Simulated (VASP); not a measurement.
MgS, 16 atoms in the cell. The typed cell holds 16 atoms: a = 7.596 Å, b = 7.596 Å, c = 7.596 Å, α = 60.00°, β = 60.00°, γ = 60.00°.  This cell differs from its parent crystal: dynamics (nvt langevin) at 2600 K, volume x 1.1, from the last frame before.

- Program: VASP 6.6.1
- Task: single point
- Functional: PBE
- Potentials or basis: VASP PAW PBE potentials, release 64 (Mg, S)
- Cutoff: 400 eV
- k mesh: 2 × 2 × 2, shifted
- Occupations: fermi-dirac, width 0.2241 eV
- Spin: no spin polarisation
- Dipole correction: no
- Further INCAR settings: LREAL = Auto; ALGO = Normal; EDIFF = 1e-06; NBANDS = 46; ISYM = -1

Potentials or basis: VASP PAW PBE potentials, release 64 (Mg, S).

Launch:

```console
$ cat potpaw_PBE.64/Mg/POTCAR potpaw_PBE.64/S/POTCAR > POTCAR
$ mpirun -np 1 vasp_std > vasp.out
```

Hardware: 1 thread of Intel(R) Xeon(R) Platinum 8488C (Sapphire Rapids) (shared host).

Q: How long does it take, and how much memory?

A: Wall time 93 s on 1 thread of Intel(R) Xeon(R) Platinum 8488C (Sapphire Rapids), on a shared host, peak memory 0.33 GiB. Counts: scf iterations 15, k points 4.
